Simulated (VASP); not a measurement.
Here is a VASP 6.6.1 calculation.

INCAR

```
PREC = Accurate
ENCUT = 520
EDIFF = 1E-6
ISMEAR = 0
SIGMA = 0.02
LREAL = False
LASPH = True
NELM = 60
ALGO = Normal
ISIF = 2
LWAVE = False
LCHARG = False
GGA = PE
IVDW = 12
NBANDS = 28
```

File KPOINTS:

```
Automatic mesh
0
Gamma
  8 8 6
```

POSCAR

```
PbO
1.0
    4.0339495120      0.0000000000      0.0000000000
    0.0000000000      4.0339495120      0.0000000000
    0.0000000000      0.0000000000      4.9949910982
Pb O
2 2
Direct
    0.0000000000      0.5000000000      0.2377044674
    0.5000000000      0.0000000000      0.7622955326
    0.0000000000      0.0000000000      0.0000000000
    0.5000000000      0.5000000000      0.0000000000
```

Potentials or basis: VASP PAW PBE potentials, release 64 (Pb_d, O).

Run with:

```bash
$ cat potpaw_PBE.64/Pb_d/POTCAR potpaw_PBE.64/O/POTCAR > POTCAR
$ mpirun -np 1 vasp_std > vasp.out
```

Problem. Estimate the pressure.

Solution. 0.1 GPa.

Problem. What does it give for the largest force?

Solution. 0.039 eV/Å.

Forces on the atoms (eV/Å):
```
Pb   0.000  0.000  0.039
Pb   0.000  0.000 -0.039
O    0.000  0.000  0.000
O    0.000  0.000  0.000
```
